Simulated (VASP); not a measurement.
# H2C11 in VASP: notebook

H2C11 is run at these levels: PBE; tasks: single point.

All numbers are computed with VASP 6.6.1; they aren't measurements. Logs are shortened: lines on timing, memory, paths and dates and some standing lists are left out, and cuts for length are marked.

**1. The cell of the first run**

The cell holds a wire or tube with vacuum around it, 26 atoms: a = 23.200 Å, b = 9.300 Å, c = 4.272 Å, α = 90.00°, β = 90.00°, γ = 90.00°.

**2. Single point, PBE**

The input, INCAR:

```
PREC = Accurate
ENCUT = 520
EDIFF = 1E-7
ISMEAR = 0
SIGMA = 0.05
LREAL = Auto
LASPH = True
NELM = 100
ALGO = Normal
ISIF = 2
LWAVE = False
LCHARG = False
GGA = PE
NBANDS = 65
```

The input, KPOINTS:

```
regular mesh
0
Gamma
  1 1 8
```

The input, POSCAR:

```
H2C11
1.0
   23.2000000000      0.0000000000      0.0000000000
    0.0000000000      9.3000000000      0.0000000000
    0.0000000000      0.0000000000      4.2721506842
C H
22 4
Direct
    0.7126316679      0.5000000000      0.3333333333
    0.7657895849      0.5000000000      0.8333333333
    0.6063158339      0.5000000000      0.3333333333
    0.6594737509      0.5000000000      0.8333333333
    0.5000000000      0.5000000000      0.3333333333
    0.5531579170      0.5000000000      0.8333333333
    0.3936841661      0.5000000000      0.3333333333
    0.4468420830      0.5000000000      0.8333333333
    0.2873683321      0.5000000000      0.3333333333
    0.3405262491      0.5000000000      0.8333333333
    0.2342104151      0.5000000000      0.8333333333
    0.7657895849      0.5000000000      0.1666666667
    0.6594737509      0.5000000000      0.1666666667
    0.7126316679      0.5000000000      0.6666666667
    0.5531579170      0.5000000000      0.1666666667
    0.6063158339      0.5000000000      0.6666666667
    0.4468420830      0.5000000000      0.1666666667
    0.5000000000      0.5000000000      0.6666666667
    0.3405262491      0.5000000000      0.1666666667
    0.3936841661      0.5000000000      0.6666666667
    0.2342104151      0.5000000000      0.1666666667
    0.2873683321      0.5000000000      0.6666666667
    0.8064778474      0.5000000000      0.7057629267
    0.1935221526      0.5000000000      0.7057629267
    0.8064778474      0.5000000000      0.2942370733
    0.1935221526      0.5000000000      0.2942370733
```

Potentials or basis: VASP PAW PBE potentials, release 64 (C, H).

The run is started by

```console
> cat potpaw_PBE.64/C/POTCAR potpaw_PBE.64/H/POTCAR > POTCAR
> mpirun -np 1 vasp_std > vasp.out
```

OUTCAR:

```text
PREC = Accurate
   ENCUT = 520
   EDIFF = 1E-7
   ISMEAR = 0
   LREAL = Auto
   LASPH = True
   NELM = 100
   ISIF = 2
   GGA = PE

 ion  position               nearest neighbor table
   1  0.713  0.500  0.333-  14 1.42  13 1.42  12 1.42
   2  0.766  0.500  0.833-  23 1.09  12 1.42  14 1.42
   3  0.606  0.500  0.333-  15 1.42  16 1.42  13 1.42
   4  0.659  0.500  0.833-  13 1.42  14 1.42  16 1.42
   5  0.500  0.500  0.333-  18 1.42  17 1.42  15 1.42
   6  0.553  0.500  0.833-  16 1.42  15 1.42  18 1.42
[... 14 lines left out ...]
  21  0.234  0.500  0.167-  26 1.09  11 1.42   9 1.42
  22  0.287  0.500  0.667-   9 1.42  10 1.42  11 1.42
  23  0.806  0.500  0.706-   2 1.09
  24  0.194  0.500  0.706-  11 1.09
  25  0.806  0.500  0.294-  12 1.09
  26  0.194  0.500  0.294-  21 1.09

  LATTYP: Found a simple orthorhombic cell.
 ALAT       =     4.2721506842
 B/A-ratio  =     2.1768895078
 C/A-ratio  =     5.4305200624

  Lattice vectors:

 A1 = (   0.0000000000,   0.0000000000,  -4.2721506842)
 A2 = (   0.0000000000,   9.3000000000,   0.0000000000)
 A3 = (  23.2000000000,   0.0000000000,   0.0000000000)

Analysis of symmetry for initial positions (statically):
=====================================================================
 Subroutine PRICEL returns:
 Original cell was already a primitive cell.

 Routine SETGRP: Setting up the symmetry group for a
 simple orthorhombic supercell.

 Subroutine GETGRP returns: Found  8 space group operations
 (whereof  8 operations were pure point group operations)
 out of a pool of  8 trial point group operations.

The static configuration has the point symmetry D_2h.

Analysis of symmetry for dynamics (positions and initial velocities):
=====================================================================
 Subroutine PRICEL returns:
 Original cell was already a primitive cell.

 Routine SETGRP: Setting up the symmetry group for a
 simple orthorhombic supercell.

 Subroutine GETGRP returns: Found  8 space group operations
 (whereof  8 operations were pure point group operations)
 out of a pool of  8 trial point group operations.

The dynamic configuration has the point symmetry D_2h.

 Subroutine INISYM returns: Found  8 space group operations
 (whereof  8 operations are pure point group operations),
 and found     1 'primitive' translations

----------------------------------------------------------------------------------------

                                     Primitive cell

  volume of cell :     921.7592

  direct lattice vectors                    reciprocal lattice vectors
    23.200000000  0.000000000  0.000000000     0.043103448  0.000000000  0.000000000
     0.000000000  9.300000000  0.000000000     0.000000000  0.107526882  0.000000000
     0.000000000  0.000000000  4.272150684     0.000000000  0.000000000  0.234074141

  length of vectors
    23.200000000  9.300000000  4.272150684     0.043103448  0.107526882  0.234074141

  position of ions in fractional coordinates (direct lattice)
     0.712631668  0.500000000  0.333333333
     0.765789585  0.500000000  0.833333333
     0.606315834  0.500000000  0.333333333
     0.659473751  0.500000000  0.833333333
     0.500000000  0.500000000  0.333333333
     0.553157917  0.500000000  0.833333333
[... 18 lines left out ...]
     0.806477847  0.500000000  0.294237073
     0.193522153  0.500000000  0.294237073

  ion indices of the primitive-cell ions
   primitive index   ion index
                 1           1
                 2           2
                 3           3
                 4           4
                 5           5
                 6           6
[... 18 lines left out ...]
                25          25
                26          26

----------------------------------------------------------------------------------------

 KPOINTS: regular mesh

Automatic generation of k-mesh.
 Grid dimensions read from file:
 generate k-points for:    1    1    8

 Generating k-lattice:

  Cartesian coordinates                     Fractional coordinates (reciprocal lattice)
     0.043103448  0.000000000  0.000000000     1.000000000  0.000000000  0.000000000
     0.000000000  0.107526882  0.000000000     0.000000000  1.000000000  0.000000000
     0.000000000  0.000000000  0.029259268     0.000000000  0.000000000  0.125000000

  Length of vectors
     0.043103448  0.107526882  0.029259268

  Shift w.r.t. Gamma in fractional coordinates (k-lattice)
     0.000000000  0.000000000  0.000000000

 Subroutine IBZKPT returns following result:
 ===========================================

 Found      5 irreducible k-points:

 Following reciprocal coordinates:
            Coordinates               Weight
  0.000000  0.000000  0.000000      1.000000
  0.000000  0.000000  0.125000      2.000000
  0.000000  0.000000  0.250000      2.000000
  0.000000  0.000000  0.375000      2.000000
  0.000000  0.000000  0.500000      1.000000
   k-points           NKPTS =      5   k-points in BZ     NKDIM =      5   number of bands    NBANDS=     65
   number of dos      NEDOS =    301   number of ions     NIONS =     26
   total plane-waves  NPLWV = 403200
   dimension x,y,z NGX =   180 NGY =   70 NGZ =   32
   dimension x,y,z NGXF=   360 NGYF=  140 NGZF=   64
   ions per type =              22   4
   NGX,Y,Z   is equivalent  to a cutoff of  12.90, 12.51, 12.45 a.u.
   NGXF,Y,Z  is equivalent  to a cutoff of  25.80, 25.03, 24.90 a.u.
 SYSTEM =  unknown system
   PREC   = accura    normal or accurate (medium, high low for compatibility)
   ISTART =      0    job   : 0-new  1-cont  2-samecut
   ICHARG =      2    charge: 1-file 2-atom 10-const
   ISPIN  =      1    spin polarized calculation?
   LNONCOLLINEAR =      F non collinear calculations
   LSORBIT =      F    spin-orbit coupling
   LASPH  =      T    aspherical Exc in radial PAW
   ENCUT  =  520.0 eV  38.22 Ry    6.18 a.u.  43.14 17.29  7.94*2*pi/ulx,y,z
   NELM   =    100;   NELMIN=  2; NELMDL= -5     # of ELM steps
   EDIFF  = 0.1E-06   stopping-criterion for ELM
   LREAL  =      T    real-space projection
   EDIFFG = 0.1E-05   stopping-criterion for IOM
   NSW    =      0    number of steps for IOM
   IBRION =     -1    ionic relax: 0-MD 1-quasi-New 2-CG
   NFREE  =      0    steps in history (QN), initial steepest desc. (CG)
   ISIF   =      2    stress and relaxation
   ISYM   =      2    0-nonsym 1-usesym 2-fastsym
   POTIM  = 0.5000    time-step for ionic-motion
   TEBEG  =    0.0;   TEEND  =   0.0 temperature during run
   PSTRESS=    0.0 pullay stress
   NELECT =      92.0000    total number of electrons
   NUPDOWN=      -1.0000    fix difference up-down
   EMIN   =  10.00;   EMAX   =-10.00  energy-range for DOS
   EFERMI =   0.00;   METHOD = LEGACY
   ISMEAR =     0;   SIGMA  =   0.05  broadening in eV -4-tet -1-fermi 0-gaus
   EFERMI_NEDOS =   21; number of points for ismear=-14 and -15
   IALGO  =     38    algorithm
   IMIX   =      4    mixing-type and parameters
     AMIX     =   0.40;   BMIX     =  1.00
     AMIX_MAG =   1.60;   BMIX_MAG =  1.00
  volume/ion in A,a.u.               =      35.45       239.24
  Fermi-wavevector in a.u.,A,eV,Ry     =   0.759390  1.435039  7.846117  0.576673
  Thomas-Fermi vector in A             =   1.858174
   LORBIT       =      0    0 simple, 1 ext, 2 COOP (PROOUT), +10 PAW based schemes
   GGA     = PE    functional components
   LHFCALC =     F    Hartree Fock is set to
   AEXX    =    0.0000 exact exchange contribution
   IVDW    =     0    specifies the selected vdW correction
   LEPSILON=     F    determine dielectric tensor
   LRPA    =     F    only Hartree local field effects (RPA)
 non-spin polarized calculation
 Gauss-broadening in eV      SIGMA  =   0.05
  energy-cutoff  :      520.00
  volume of cell :      921.76
 maximum number of plane-waves:     24908
 NGX is ok and might be reduce to   180
   NGX = 87   NGY = 35   NGZ = 15

 number of electron      91.9999998 magnetization

 Free energy of the ion-electron system (eV)
  ---------------------------------------------------
  ext. energy  EPLUGINS =         0.00000000
  ---------------------------------------------------
  free energy    TOTEN  =      -216.02039085 eV

  energy without entropy =     -216.02003207  energy(sigma->0) =     -216.02021146

 E-fermi :  -2.0585     XC(G=0):  -3.1705

 val. band max:       -2.1447699933   @ k =   0.0000   0.0000   0.0000
 cond. band min:      -1.9721893166   @ k =   0.0000   0.0000   0.0000
 fundamental gap:      0.1725806767
 Fermi energy:        -2.0584796546

 k-point     1 :       0.0000    0.0000    0.0000
  band No.  band energies     occupation
      1     -21.4256      2.00000
      2     -21.0157      2.00000
      3     -20.3634      2.00000
      4     -19.4956      2.00000
      5     -18.4314      2.00000
      6     -17.2051      2.00000
[... 50 lines left out ...]
     57       2.1219      0.00000
     58       2.4918      0.00000

 k-point     2 :       0.0000    0.0000    0.1250
  band No.  band energies     occupation
      1     -21.3334      2.00000
      2     -20.9240      2.00000
      3     -20.2724      2.00000
      4     -19.4058      2.00000
      5     -18.3442      2.00000
      6     -17.1271      2.00000
[... 50 lines left out ...]
     57       2.2311      0.00000
     58       2.2476      0.00000

 k-point     3 :       0.0000    0.0000    0.2500
  band No.  band energies     occupation
      1     -21.0576      2.00000
      2     -20.6494      2.00000
      3     -20.0002      2.00000
      4     -19.1379      2.00000
      5     -18.1843      2.00000
      6     -18.0842      2.00000
[... 50 lines left out ...]
     57       2.1630      0.00000
     58       2.6246      0.00000

 k-point     4 :       0.0000    0.0000    0.3750
  band No.  band energies     occupation
      1     -20.5998      2.00000
      2     -20.1942      2.00000
      3     -19.5496      2.00000
      4     -19.1543      2.00000
      5     -18.7639      2.00000
      6     -18.6901      2.00000
[... 50 lines left out ...]
     57       2.7777      0.00000
     58       3.2493      0.00000

 k-point     5 :       0.0000    0.0000    0.5000
  band No.  band energies     occupation
      1     -19.9661      2.00000
      2     -19.9610      2.00000
      3     -19.5712      2.00000
      4     -19.5526      2.00000
      5     -18.9467      2.00000
      6     -18.9023      2.00000
[... 50 lines left out ...]
     57       3.1763      0.00000
     58       3.1914      0.00000
 [bands above 58 left out]

------------------------ aborting loop because EDIFF is reached ----------------------------------------

  FORCE on cell =-STRESS in cart. coord.  units (eV):
  Direction    XX          YY          ZZ          XY          YZ          ZX
  --------------------------------------------------------------------------------------
  -------------------------------------------------------------------------------------
  Total       -1.5773706     -0.1251787     -0.7034832      0.0000000     -0.0000000      0.0000000
  in kB       -2.7417435     -0.2175822     -1.2227757      0.0000000     -0.0000000      0.0000000
  external PRESSURE =      -1.3940338 kB  Pullay stress =       0.0000000 kB

 VOLUME and BASIS-vectors are now :
 -----------------------------------------------------------------------------
  energy-cutoff  :      520.00
  volume of cell :      921.76
      direct lattice vectors                 reciprocal lattice vectors
    23.200000000  0.000000000  0.000000000     0.043103448  0.000000000  0.000000000
     0.000000000  9.300000000  0.000000000     0.000000000  0.107526882  0.000000000
     0.000000000  0.000000000  4.272150684     0.000000000  0.000000000  0.234074141

 POSITION                                       TOTAL-FORCE (eV/Angst)
 -----------------------------------------------------------------------------------
     16.53305      4.65000      1.42405         0.349330      0.000000     -0.427511
     17.76632      4.65000      3.56013        -0.375250      0.000000      2.220822
     14.06653      4.65000      1.42405        -0.042466      0.000000      0.286034
     15.29979      4.65000      3.56013         0.251050     -0.000000      0.000301
     11.60000      4.65000      1.42405         0.000000      0.000000     -0.025621
     12.83326      4.65000      3.56013        -0.079090      0.000000      0.095838
[... 18 lines left out ...]
     18.71029      4.65000      1.25703        -0.069755      0.000000     -0.286321
      4.48971      4.65000      1.25703         0.069755      0.000000     -0.286321
 -----------------------------------------------------------------------------------
    total drift:                                0.000000     -0.000000     -0.000000

  FREE ENERGIE OF THE ION-ELECTRON SYSTEM (eV)
  ---------------------------------------------------
  free  energy   TOTEN  =      -216.0203908534 eV

  energy  without entropy=     -216.0200320732  energy(sigma->0) =     -216.02021146
```

Wall time 5.4 min (1 thread of Intel Xeon 6975P-C (Granite Rapids), shared host); peak memory 0.89 GiB.

Results:

```
Free energy            : -216.0204 eV
Largest force          : 2.252 eV/Å
Band gap on the k mesh : 0.17 eV
```

Forces on the atoms (eV/Å):
```
C    0.349  0.000 -0.428
C   -0.375  0.000  2.221
C   -0.042  0.000  0.286
C    0.251  0.000  0.000
C    0.000  0.000 -0.026
C   -0.079  0.000  0.096
C    0.042  0.000  0.286
C    0.079  0.000  0.096
C   -0.349  0.000 -0.428
C   -0.251  0.000  0.000
C    0.375  0.000  2.221
C   -0.375  0.000 -2.221
C    0.251  0.000  0.000
C    0.349  0.000  0.428
C   -0.079  0.000 -0.096
C   -0.042  0.000 -0.286
C    0.079  0.000 -0.096
C    0.000  0.000  0.026
C   -0.251  0.000  0.000
C    0.042  0.000 -0.286
C    0.375  0.000 -2.221
C   -0.349  0.000  0.428
H   -0.070  0.000  0.286
H    0.070  0.000  0.286
H   -0.070  0.000 -0.286
H    0.070  0.000 -0.286
```

Levels at points of the mesh, in eV from the valence-band top:
| k point | band 43 | band 44 | band 45 | band 46 | band 47 | band 48 | band 49 | band 50 |
| --- | --- | --- | --- | --- | --- | --- | --- | --- |
| (0.00, 0.00, 0.00) | -1.62 | -1.28 | -0.86 | 0.00 | 0.17 | 0.97 | 1.45 | 1.52 |
| (0.00, 0.00, 0.50) | -3.62 | -2.75 | -2.72 | -2.28 | 1.75 | 2.34 | 2.39 | 3.65 |

(Continued in part 2 of 2.)
